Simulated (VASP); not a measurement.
# Be (I4/mmm) in VASP: single point with r2SCAN

Aim: the single point of Be with r2SCAN.

All numbers are computed with VASP 6.6.1; they aren't measurements. Logs are shortened: lines on timing, memory, paths and dates and some standing lists are left out, and cuts for length are marked.

### Step 1. The cell of the first run

The structure is tetragonal, space group I4/mmm (No. 139). Conventional cell: a = 2.586 Å, b = 2.586 Å, c = 2.369 Å, α = 90.00°, β = 90.00°, γ = 90.00°. Within 2.9 Å of Be (site symmetry 4/mmm) lie 14 Be at 2.18 to 2.59 Å.

### Step 2. Single point, r2SCAN

Contents of POSCAR:

```
Be
1.0
   -1.2930892423      1.2930892423      1.1843702775
    1.2930892423     -1.2930892423      1.1843702775
    1.2930892423      1.2930892423     -1.1843702775
Be
1
Direct
    0.0000000000      0.0000000000      0.0000000000
```

Contents of INCAR.step1:

```
SYSTEM = Be
  PREC = Accurate
  ENCUT = 660
  ISMEAR = 0
  SIGMA = 0.1
  LREAL = .False.
  LASPH = .True.
  NELM = 120
  NBANDS = 7
  GGA = PE
  ALGO = Normal
  EDIFF = 1E-5
  LWAVE = .True.
  LCHARG = .False.
  GGA_COMPAT = .False.
```

Contents of INCAR.step2:

```
SYSTEM = Be
  PREC = Accurate
  ENCUT = 660
  EDIFF = 1E-6
  ISMEAR = 0
  SIGMA = 0.1
  LREAL = .False.
  LASPH = .True.
  NELM = 120
  ALGO = Normal
  ISIF = 2
  LWAVE = .False.
  LCHARG = .True.
  METAGGA = R2SCAN
  LMIXTAU = .True.
  LELF = .True.
  LVHAR = .True.
  NBANDS = 7
  ISTART = 1
  GGA_COMPAT = .False.
```

Contents of KPOINTS:

```
regular mesh
0
Gamma
  10 10 10
  0 0 0
```

Potentials or basis: VASP PAW PBE potentials, release 64 (Be).

Started as:

```
$ cat potpaw_PBE.64/Be/POTCAR > POTCAR
$ cp INCAR.step1 INCAR
$ mpirun -np 1 vasp_std > vasp.out
$ cp INCAR.step2 INCAR
$ mpirun -np 1 vasp_std > vasp.out
```

OUTCAR:

```text
SYSTEM = Be
   PREC = Accurate
   ENCUT = 660
   EDIFF = 1E-6
   ISMEAR = 0
   LREAL = .False.
   LASPH = .True.
   NELM = 120
   ISIF = 2
   METAGGA = R2SCAN
   ISTART = 1

 ion  position               nearest neighbor table
   1  0.000  0.000  0.000-

  LATTYP: Found a body centered tetragonal cell.
 ALAT       =     2.5861784846
 C/A-ratio  =     0.9159230769

  Lattice vectors:

 A1 = (  -1.2930892423,   1.2930892423,   1.1843702775)
 A2 = (   1.2930892423,  -1.2930892423,   1.1843702775)
 A3 = (   1.2930892423,   1.2930892423,  -1.1843702775)

Analysis of symmetry for initial positions (statically):
=====================================================================
 Subroutine PRICEL returns:
 Original cell was already a primitive cell.

 Routine SETGRP: Setting up the symmetry group for a
 body centered tetragonal supercell.

 Subroutine GETGRP returns: Found 16 space group operations
 (whereof 16 operations were pure point group operations)
 out of a pool of 16 trial point group operations.

The static configuration has the point symmetry D_4h.

Analysis of symmetry for dynamics (positions and initial velocities):
=====================================================================
 Subroutine PRICEL returns:
 Original cell was already a primitive cell.

 Routine SETGRP: Setting up the symmetry group for a
 body centered tetragonal supercell.

 Subroutine GETGRP returns: Found 16 space group operations
 (whereof 16 operations were pure point group operations)
 out of a pool of 16 trial point group operations.

The dynamic configuration has the point symmetry D_4h.

 Subroutine INISYM returns: Found 16 space group operations
 (whereof 16 operations are pure point group operations),
 and found     1 'primitive' translations

----------------------------------------------------------------------------------------

                                     Primitive cell

  volume of cell :       7.9214

  direct lattice vectors                    reciprocal lattice vectors
    -1.293089242  1.293089242  1.184370278     0.000000000  0.386670915  0.422165272
     1.293089242 -1.293089242  1.184370278     0.386670915  0.000000000  0.422165272
     1.293089242  1.293089242 -1.184370278     0.386670915  0.386670915  0.000000000

  length of vectors
     2.178736453  2.178736453  2.178736453     0.572483985  0.572483985  0.546835252

  position of ions in fractional coordinates (direct lattice)
[... 77 lines left out ...]
   EDIFF  = 0.1E-05   stopping-criterion for ELM
   LREAL  =      F    real-space projection
   EDIFFG = 0.1E-04   stopping-criterion for IOM
   NSW    =      0    number of steps for IOM
   IBRION =     -1    ionic relax: 0-MD 1-quasi-New 2-CG
   NFREE  =      0    steps in history (QN), initial steepest desc. (CG)
   ISIF   =      2    stress and relaxation
   ISYM   =      2    0-nonsym 1-usesym 2-fastsym
   POTIM  = 0.5000    time-step for ionic-motion
   TEBEG  =    0.0;   TEEND  =   0.0 temperature during run
   PSTRESS=    0.0 pullay stress
   NELECT =       2.0000    total number of electrons
   NUPDOWN=      -1.0000    fix difference up-down
   EMIN   =  10.00;   EMAX   =-10.00  energy-range for DOS
   EFERMI =   0.00;   METHOD = LEGACY
   ISMEAR =     0;   SIGMA  =   0.10  broadening in eV -4-tet -1-fermi 0-gaus
   EFERMI_NEDOS =   21; number of points for ismear=-14 and -15
   IALGO  =     38    algorithm
   IMIX   =      4    mixing-type and parameters
     AMIX     =   0.40;   BMIX     =  1.00
     AMIX_MAG =   1.60;   BMIX_MAG =  1.00
  volume/ion in A,a.u.               =       7.92        53.46
  Fermi-wavevector in a.u.,A,eV,Ry     =   1.034705  1.955309 14.566602  1.070615
  Thomas-Fermi vector in A             =   2.169013
   LORBIT       =      0    0 simple, 1 ext, 2 COOP (PROOUT), +10 PAW based schemes
   METAGGA = R2SCAN    functional components
   LHFCALC =     F    Hartree Fock is set to
   AEXX    =    0.0000 exact exchange contribution
   IVDW    =     0    specifies the selected vdW correction
   LEPSILON=     F    determine dielectric tensor
   LRPA    =     F    only Hartree local field effects (RPA)
 non-spin polarized calculation
 Gauss-broadening in eV      SIGMA  =   0.10
  energy-cutoff  :      660.00
  volume of cell :        7.92
 maximum number of plane-waves:       321
   NGX =  9   NGY =  9   NGZ =  9

 number of electron       2.0000000 magnetization

 Free energy of the ion-electron system (eV)
  ---------------------------------------------------
  ext. energy  EPLUGINS =         0.00000000
  ---------------------------------------------------
  free energy    TOTEN  =        -4.23732744 eV

  energy without entropy =       -4.23663614  energy(sigma->0) =       -4.23698179

 E-fermi :   7.8018     XC(G=0): -11.2529

 val. band max:        7.7683409029   @ k =   0.4000   0.4000   0.0000
 cond. band min:       7.9247180950   @ k =  -0.4000  -0.4000   0.1000
 fundamental gap:      0.1563771921
 Fermi energy:         7.8017832790

 k-point     1 :       0.0000    0.0000    0.0000
  band No.  band energies     occupation
      1      -5.1108      2.00000
      2      28.4438      0.00000
      3      28.4438      0.00000
      4      29.6088      0.00000
      5      37.4292      0.00000
      6      40.9251      0.00000
      7      41.6949      0.00000
[... 221 lines left out ...]
 k-point    24 :       0.4000    0.3000    0.0000
  band No.  band energies     occupation
      1       4.5718      2.00000
      2       8.3667      0.00000
      3      14.4457      0.00000
      4      22.2740      0.00000
      5      36.9056      0.00000
      6      39.7411      0.00000
      7      42.2784      0.00000

 [... further k-points ...]

------------------------ aborting loop because EDIFF is reached ----------------------------------------

  FORCE on cell =-STRESS in cart. coord.  units (eV):
  Direction    XX          YY          ZZ          XY          YZ          ZX
  --------------------------------------------------------------------------------------
  -------------------------------------------------------------------------------------
  Total        0.0085401      0.0085401      0.0090448      0.0000000      0.0000000      0.0000000
  in kB        1.7273072      1.7273072      1.8293919      0.0000000      0.0000000      0.0000000
  external PRESSURE =       1.7613355 kB  Pullay stress =       0.0000000 kB

 VOLUME and BASIS-vectors are now :
 -----------------------------------------------------------------------------
  energy-cutoff  :      660.00
  volume of cell :        7.92
      direct lattice vectors                 reciprocal lattice vectors
    -1.293089242  1.293089242  1.184370278     0.000000000  0.386670915  0.422165272
     1.293089242 -1.293089242  1.184370278     0.386670915  0.000000000  0.422165272
     1.293089242  1.293089242 -1.184370278     0.386670915  0.386670915  0.000000000

 POSITION                                       TOTAL-FORCE (eV/Angst)
 -----------------------------------------------------------------------------------
      0.00000      0.00000      0.00000        -0.000000      0.000000      0.000000
 -----------------------------------------------------------------------------------
    total drift:                               -0.000000      0.000000      0.000000

  FREE ENERGIE OF THE ION-ELECTRON SYSTEM (eV)
  ---------------------------------------------------
  free  energy   TOTEN  =        -4.2373274411 eV

  energy  without entropy=       -4.2366361437  energy(sigma->0) =       -4.23698179
```

OUTCAR.step1:

```text
SYSTEM = Be
   PREC = Accurate
   ENCUT = 660
   ISMEAR = 0
   LREAL = .False.
   LASPH = .True.
   NELM = 120
[... 457 lines left out ...]
 -----------------------------------------------------------------------------------
      0.00000      0.00000      0.00000        -0.000000     -0.000000      0.000000
 -----------------------------------------------------------------------------------
    total drift:                                0.000000      0.000000     -0.000000

  FREE ENERGIE OF THE ION-ELECTRON SYSTEM (eV)
  ---------------------------------------------------
  free  energy   TOTEN  =        -3.6613633894 eV

  energy  without entropy=       -3.6604227346  energy(sigma->0) =       -3.66089306
```

Run time: 16 s. Hardware: 1 thread of AMD EPYC 7R13 (Zen 3), shared host; peak memory 0.08 GiB.

Results:

* Free energy: -4.2373 eV
* Pressure: 0.2 GPa
* Band gap on the k mesh: zero (bands 1 and 2 overlap by 4.22 eV)

Caveat: the PAW data sets were made with another functional, which shifts forces and pressure a little.

The gap in the log of VASP goes by the Fermi energy; the results here count the filled bands.